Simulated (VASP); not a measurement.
The system is NiO.

```
CELL_PARAMETERS angstrom
0.00000 2.13374 2.13374
2.13374 0.00000 2.13374
2.13374 2.13374 0.00000
ATOMIC_POSITIONS crystal
Ni 0.00000 0.00000 0.00000
O 0.50000 0.50000 0.50000
```

Base run:

```yaml
Program: VASP 6.6.1
Functional: PBE
Potentials_or_basis: VASP PAW PBE potentials, release 64 (Ni_sv_GW, O)
Cutoff: 600 eV
k_mesh: 12 × 12 × 12
Occupations: gaussian, width 0.02 eV
Spin: collinear spin, ferromagnetic start
Starting_moments: "[1.91, 0.21] μB"
Hubbard_terms: Ni d U = 6.2 eV
```

Its results: band gap on the k mesh 2.00 eV, indirect (least direct gap 3.17 eV); pressure -3.7 GPa; net moment 2.00 μB per cell; site moments Ni +1.80; O +0.16 μB.

Q: The run is repeated on the same cell with these changes: potentials or basis from VASP PAW PBE potentials, release 64 (Ni_sv_GW, O) to VASP PAW PBE potentials, release 64 (Ni, O); cutoff from 600 eV to 520 eV; further incar settings from ALGO = Normal; EDIFF = 1e-06; NBANDS = 23 to ALGO = Normal; EDIFF = 1e-06; NBANDS = 19; valence electrons from 24 to 16. What comes out?

A: Band gap on the k mesh 2.36 eV, indirect (least direct gap 3.16 eV); pressure -8.2 GPa; net moment 2.00 μB per cell; site moments Ni +1.83; O +0.16 μB.

Caveats: a cell with one magnetic atom can't hold antiferromagnetic order, which such compounds often take.

A k mesh can miss the band edges.
